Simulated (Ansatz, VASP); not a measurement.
## One calculation of BiTe, two programs

File INCAR:

```
SYSTEM = BiTe
PREC = Accurate
ENCUT = 520
EDIFF = 1E-6
ISMEAR = -1
SIGMA = 0.05
LREAL = .FALSE.
LASPH = .TRUE.
NELM = 80
ALGO = Normal
ISIF = 2
LWAVE = .FALSE.
LCHARG = .FALSE.
NBANDS = 18
```

Contents of KPOINTS:

```
regular mesh
0
G
  10 10 10
  0 0 0
```

File POSCAR:

```
BiTe
1.0
    0.0000000000      2.4930467374      2.4930467374
    2.4930467374      0.0000000000      2.4930467374
    2.4930467374      2.4930467374      0.0000000000
Bi Te
1 1
Direct
    0.0000000000      0.0000000000      0.0000000000
    0.5000000000      0.5000000000      0.5000000000
```

Input for Ansatz:

```yaml
crystal:
  lattice:
    - [0.0, 2.4930467374, 2.4930467374]
    - [2.4930467374, 0.0, 2.4930467374]
    - [2.4930467374, 2.4930467374, 0.0]
  atoms:
    - { symbol: Bi, position: [0.0, 0.0, 0.0] }
    - { symbol: Te, position: [0.5, 0.5, 0.5] }
kpoints:
  mp_grid: { grid: [10, 10, 10] }
  band_path:
    path:
      - [0.0, 0.0, 0.0]
      - [0.5, 0.0, 0.5]
      - [0.625, 0.25, 0.625]
      - [0.375, 0.375, 0.75]
      - [0.0, 0.0, 0.0]
      - [0.5, 0.5, 0.5]
      - [0.5, 0.25, 0.75]
      - [0.5, 0.0, 0.5]
    npoints: 6
scf:
  occupations: { method: fermi_dirac, width: 0.05 }
hamiltonian:
  xc: lda
  pseudopotentials: { kind: all_electron, lapw: { basis_error: 0.001 } }
output:
  forces: true
  stress: true
  eigenvalues: true
  populations: true
```

Change from the starting cell: volume scaled by 0.45, LAPW.

Alike in both runs: task single point; functional LDA; k mesh 10 × 10 × 10; occupations fermi-dirac, width 0.05 eV; no spin polarisation.

|  | VASP | Ansatz |
| --- | --- | --- |
| version | VASP 6.6.1 | Ansatz 0.2.0 |
| potentials or method | VASP PAW LDA potentials, release 64 (Bi_d, Te), cutoff 520 eV | all-electron LAPW, scalar-relativistic |

Ansatz gave:

```
pressure (GPa) : 208.9
```

Task: What did VASP give for the same quantities?

Result: Pressure (GPa): 211.0.

LDA's correlation is that of Perdew and Zunger in VASP and of Perdew and Wang (1992) in Ansatz. Both programs put the cell under a high pressure, so it lies far from rest at this level. Ansatz ran all-electron here, and VASP with PAW potentials.

Spin-orbit coupling is off throughout. Noted on VASP's run: the cell as given lies far from equilibrium.
